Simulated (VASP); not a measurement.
# Ta3TiN4 (P-6m2) in VASP: further runs

Aim: see how the results for Ta3TiN4 move with the level of theory and the settings. Levels: PBE, r2SCAN. Tasks: single point.

All numbers are computed with VASP 6.6.1; they aren't measurements. Logs are shortened: lines on timing, memory, paths and dates and some standing lists are left out, and cuts for length are marked.

## Step 1: The cell of the first run

Symmetry: P-6m2, No. 187, hexagonal system. Conventional cell: a = 2.911 Å, b = 2.911 Å, c = 11.283 Å, α = 90.00°, β = 90.00°, γ = 120.00°. Within 3.0 Å of Ti (site symmetry -6m2) lie 6 N at 2.17 Å and 2 Ta at 2.76 Å and 6 Ti at 2.91 Å. Within 3.0 Å of Ta (site symmetry -6m2) lie 6 N at 2.21 Å and 8 Ta at 2.88 to 2.91 Å. Ta (site symmetry 3m) has 6 N at 2.18 to 2.22 Å and 1 Ti at 2.76 Å and 7 Ta at 2.88 to 2.91 Å within 3.0 Å. N (site symmetry 3m) has 6 Ta at 2.21 to 2.22 Å and 8 N at 2.84 to 2.91 Å within 3.0 Å. N (site symmetry 3m) has 3 Ti at 2.17 Å and 3 Ta at 2.18 Å and 8 N at 2.74 to 2.91 Å within 3.0 Å.

## Step 2: Single point, PBE (10.35 Å³/atom)

The input, INCAR:

```
ALGO     = Normal         # electronic algorithm
EDIFF    = 1E-7           # SCF threshold, eV
ENCUT    = 520            # plane-wave cutoff, eV
GGA      = PE             # functional
ISIF     = 2              # what is computed and relaxed
ISMEAR   = 0              # smearing method
LASPH    = True           # aspherical terms in the spheres
LCHARG   = True           # write CHGCAR
LELF     = True           # ELF
LREAL    = False          # projectors in reciprocal space
LVHAR    = True         
LWAVE    = False          # write WAVECAR
NBANDS   = 42             # bands
NELM     = 60             # most SCF steps
PREC     = Accurate       # precision mode
SIGMA    = 0.1            # smearing width, eV
```

The input, KPOINTS:

```
k-points
0
Gamma
  12 12 4
```

The input, POSCAR:

```
Ta3TiN4
1.0
    2.9110096889     -0.0000000285      0.0000000000
   -1.4555048197      2.5210083556      0.0000000000
    0.0000000000      0.0000000000     11.2828155581
Ti Ta N
1 3 4
Direct
    0.0000000000      0.0000000000      0.5000000000
    0.0000000000      0.0000000000      0.0000000000
    0.0000000000      0.0000000000      0.2551611806
    0.0000000000      0.0000000000      0.7448388194
    0.6666666667      0.3333333333      0.8730967750
    0.6666666667      0.3333333333      0.1269032250
    0.6666666667      0.3333333333      0.3786371350
    0.6666666667      0.3333333333      0.6213628650
```

Potentials or basis: VASP PAW PBE potentials, release 64 (Ti_sv, Ta_pv, N).

On the command line:

```bash
> cat potpaw_PBE.64/Ti_sv/POTCAR potpaw_PBE.64/Ta_pv/POTCAR potpaw_PBE.64/N/POTCAR > POTCAR
> mpirun -np 1 vasp_std > vasp.out
```

OUTCAR:

```text
EDIFF = 1E-7
   ENCUT = 520
   GGA = PE
   ISIF = 2
   ISMEAR = 0
   LASPH = True
   LREAL = False
   NELM = 60
   PREC = Accurate

 ion  position               nearest neighbor table
   1  0.000  0.000  0.500-   7 2.17   8 2.17   7 2.17   8 2.17   7 2.17   8 2.17   3 2.76   4 2.76

   2  0.000  0.000  0.000-   5 2.21   6 2.21   5 2.21   6 2.21   5 2.21   6 2.21   3 2.88   4 2.88

   3  0.000  0.000  0.255-   7 2.18   7 2.18   7 2.18   6 2.22   6 2.22   6 2.22   1 2.76   2 2.88

   4  0.000  0.000  0.745-   8 2.18   8 2.18   8 2.18   5 2.22   5 2.22   5 2.22   1 2.76   2 2.88

   5  0.667  0.333  0.873-   2 2.21   2 2.21   2 2.21   4 2.22   4 2.22   4 2.22
   6  0.667  0.333  0.127-   2 2.21   2 2.21   2 2.21   3 2.22   3 2.22   3 2.22
   7  0.667  0.333  0.379-   1 2.17   1 2.17   1 2.17   3 2.18   3 2.18   3 2.18
   8  0.667  0.333  0.621-   1 2.17   1 2.17   1 2.17   4 2.18   4 2.18   4 2.18

  LATTYP: Found a hexagonal cell.
 ALAT       =     2.9110096889
 C/A-ratio  =     3.8759113723

  Lattice vectors:

 A1 = (   2.9110096889,  -0.0000000285,   0.0000000000)
 A2 = (  -1.4555048197,   2.5210083556,   0.0000000000)
 A3 = (   0.0000000000,   0.0000000000,  11.2828155581)

Analysis of symmetry for initial positions (statically):
=====================================================================
 Subroutine PRICEL returns:
 Original cell was already a primitive cell.

 Routine SETGRP: Setting up the symmetry group for a
 hexagonal supercell.

 Subroutine GETGRP returns: Found 12 space group operations
 (whereof 12 operations were pure point group operations)
 out of a pool of 24 trial point group operations.

The static configuration has the point symmetry D_3h.

Analysis of symmetry for dynamics (positions and initial velocities):
=====================================================================
 Subroutine PRICEL returns:
 Original cell was already a primitive cell.

 Routine SETGRP: Setting up the symmetry group for a
 hexagonal supercell.

 Subroutine GETGRP returns: Found 12 space group operations
 (whereof 12 operations were pure point group operations)
 out of a pool of 24 trial point group operations.

The dynamic configuration has the point symmetry D_3h.

 Subroutine INISYM returns: Found 12 space group operations
 (whereof 12 operations are pure point group operations),
[... 111 lines left out ...]
   NSW    =      0    number of steps for IOM
   IBRION =     -1    ionic relax: 0-MD 1-quasi-New 2-CG
   NFREE  =      0    steps in history (QN), initial steepest desc. (CG)
   ISIF   =      2    stress and relaxation
   ISYM   =      2    0-nonsym 1-usesym 2-fastsym
   POTIM  = 0.5000    time-step for ionic-motion
   TEBEG  =    0.0;   TEEND  =   0.0 temperature during run
   PSTRESS=    0.0 pullay stress
   NELECT =      65.0000    total number of electrons
   NUPDOWN=      -1.0000    fix difference up-down
   EMIN   =  10.00;   EMAX   =-10.00  energy-range for DOS
   EFERMI =   0.00;   METHOD = LEGACY
   ISMEAR =     0;   SIGMA  =   0.10  broadening in eV -4-tet -1-fermi 0-gaus
   EFERMI_NEDOS =   21; number of points for ismear=-14 and -15
   IALGO  =     38    algorithm
   IMIX   =      4    mixing-type and parameters
     AMIX     =   0.40;   BMIX     =  1.00
     AMIX_MAG =   1.60;   BMIX_MAG =  1.00
  volume/ion in A,a.u.               =      10.35        69.85
  Fermi-wavevector in a.u.,A,eV,Ry     =   1.510199  2.853862 31.030816  2.280701
  Thomas-Fermi vector in A             =   2.620420
   LORBIT       =      0    0 simple, 1 ext, 2 COOP (PROOUT), +10 PAW based schemes
   GGA     = PE    functional components
   LHFCALC =     F    Hartree Fock is set to
   AEXX    =    0.0000 exact exchange contribution
   IVDW    =     0    specifies the selected vdW correction
   LEPSILON=     F    determine dielectric tensor
   LRPA    =     F    only Hartree local field effects (RPA)
 non-spin polarized calculation
 Gauss-broadening in eV      SIGMA  =   0.10
  energy-cutoff  :      520.00
  volume of cell :       82.80
 maximum number of plane-waves:      2274
 NGX is ok and might be reduce to    24
   NGX = 11   NGY = 11   NGZ = 41

 number of electron      65.0000002 magnetization

 Free energy of the ion-electron system (eV)
  ---------------------------------------------------
  ext. energy  EPLUGINS =         0.00000000
  ---------------------------------------------------
  free energy    TOTEN  =       -86.28412145 eV

  energy without entropy =      -86.27117789  energy(sigma->0) =      -86.27764967

 E-fermi :   8.5388     XC(G=0): -13.3191

 val. band max:        8.5307494768   @ k =   0.3333   0.3333   0.5000
 cond. band min:       8.5606618249   @ k =   0.0833   0.0000   0.2500
 fundamental gap:      0.0299123481
 Fermi energy:         8.5387812692

 k-point     1 :       0.0000    0.0000    0.0000
  band No.  band energies     occupation
      1     -48.3756      2.00000
      2     -26.6164      2.00000
      3     -26.2024      2.00000
      4     -25.9604      2.00000
      5     -25.5236      2.00000
      6     -25.5236      2.00000
[... 1069 lines left out ...]
     41      12.4301      0.00000
     42      13.3091      0.00000

 [... further k-points ...]

------------------------ aborting loop because EDIFF is reached ----------------------------------------

  FORCE on cell =-STRESS in cart. coord.  units (eV):
  Direction    XX          YY          ZZ          XY          YZ          ZX
  --------------------------------------------------------------------------------------
  -------------------------------------------------------------------------------------
  Total        5.5638354      5.5638354      5.6400119      0.0000000      0.0000000     -0.0000000
  in kB      107.6587751    107.6587751    109.1327698      0.0000000      0.0000000     -0.0000000
  external PRESSURE =     108.1501067 kB  Pullay stress =       0.0000000 kB

 VOLUME and BASIS-vectors are now :
 -----------------------------------------------------------------------------
  energy-cutoff  :      520.00
  volume of cell :       82.80
      direct lattice vectors                 reciprocal lattice vectors
     2.911009689 -0.000000029  0.000000000     0.343523421  0.198333335  0.000000000
    -1.455504820  2.521008356  0.000000000     0.000000004  0.396666676  0.000000000
     0.000000000  0.000000000 11.282815558     0.000000000  0.000000000  0.088630360

 POSITION                                       TOTAL-FORCE (eV/Angst)
 -----------------------------------------------------------------------------------
      0.00000      0.00000      5.64141         0.000000     -0.000000      0.000000
      0.00000      0.00000      0.00000        -0.000000      0.000000      0.000000
      0.00000      0.00000      2.87894        -0.000000      0.000000     -0.004546
      0.00000      0.00000      8.40388        -0.000000      0.000000      0.004546
      1.45550      0.84034      9.85099         0.000000      0.000000     -0.002373
      1.45550      0.84034      1.43183         0.000000      0.000000      0.002373
      1.45550      0.84034      4.27209        -0.000000     -0.000000      0.022808
      1.45550      0.84034      7.01072        -0.000000     -0.000000     -0.022808
 -----------------------------------------------------------------------------------
    total drift:                               -0.000000      0.000000      0.000000

  FREE ENERGIE OF THE ION-ELECTRON SYSTEM (eV)
  ---------------------------------------------------
  free  energy   TOTEN  =       -86.2841214458 eV

  energy  without entropy=      -86.2711778907  energy(sigma->0) =      -86.27764967
```

stdout:

```text
POSCAR found type information on POSCAR TiTaN
 POSCAR found :  3 types and       8 ions
 scaLAPACK will be used
 LDA part: xc-table for (Slater+PW92), standard interpolation
 POSCAR, INCAR and KPOINTS ok, starting setup
 FFT: planning ... GRIDC
 FFT: planning ... GRID_SOFT
 FFT: planning ... GRID
 WAVECAR not read
 entering main loop
```

It took 1.9 min on 1 thread of Intel Xeon 6975P-C (Granite Rapids), shared host; peak memory 0.33 GiB.

What came out:

```
Free energy            : -86.2841 eV
Pressure               : 10.8 GPa
Largest force          : 0.023 eV/Å
Band gap on the k mesh : zero (an odd number of electrons rules out a gap without spin polarisation)
```

Forces on the atoms (eV/Å):
```
Ti   0.000  0.000  0.000
Ta   0.000  0.000  0.000
Ta   0.000  0.000 -0.005
Ta   0.000  0.000  0.005
N    0.000  0.000 -0.002
N    0.000  0.000  0.002
N    0.000  0.000  0.023
N    0.000  0.000 -0.023
```

Stress tensor (GPa, compression positive):
```
10.77  0.00  0.00
 0.00 10.77  0.00
 0.00  0.00 10.91
```

Levels at points of the mesh, in eV from the Fermi level:
```csv
k point,band 29,band 30,band 31,band 32,band 33,band 34,band 35,band 36
"(0.00, 0.00, 0.00)",-3.01,-2.18,0.48,0.48,0.48,0.56,1.27,1.27
"(0.50, 0.00, 0.00)",-2.66,-2.52,-0.80,-0.62,0.34,2.90,3.11,3.22
"(0.00, 0.00, 0.50)",-3.05,-1.31,-1.06,0.54,0.54,0.70,0.70,2.18
"(0.50, 0.00, 0.50)",-2.98,-2.08,-1.73,-0.08,0.25,3.12,3.18,3.31
```

Caveat: the cell stands under pressure; spin-orbit coupling is left out, which moves the levels of the heavy elements.

(Continued in part 2 of 2.)

The gap in the log of VASP goes by the Fermi energy; the results here count the filled bands.